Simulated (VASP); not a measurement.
Runs of VASP 6.6.1 on Al2Cu. The structure is that of space group P4/mmm (No. 123), or close to it. The cells are those of the table. 

```tsv
cell	gap on the mesh (eV)	pressure (GPa)
a = 4.203, b = 4.203, c = 2.697 Å, 3 atoms	none	1.0
a = 4.316, b = 4.316, c = 2.559 Å, 3 atoms	none	3.5
a = 3.960, b = 3.960, c = 3.038 Å, 3 atoms	none	(a)
a = 3.847, b = 3.847, c = 3.220 Å, 3 atoms	none	1.8
```

Alike in all rows: task single point; level r2SCAN; potentials or basis VASP PAW PBE potentials, release 64 (Al, Cu); no spin polarisation; k mesh 14 × 14 × 18; cutoff (eV) 520; smearing gaussian 0.15 eV.

Problem. Estimate the missing entries.

Solution. (a) 0.5.

Caveats: the PAW data sets were made with another functional, which shifts forces and pressure a little; the stress differs along the axes, from -2 to 6 GPa (at least some runs); the stress differs along the axes, from -2 to 14 GPa (at least some runs); the stress differs along the axes, from -5 to 3 GPa (at least some runs); the stress differs along the axes, from -7 to 6 GPa (at least some runs).

A gap of «none» marks levels without a gap at the run's occupations.
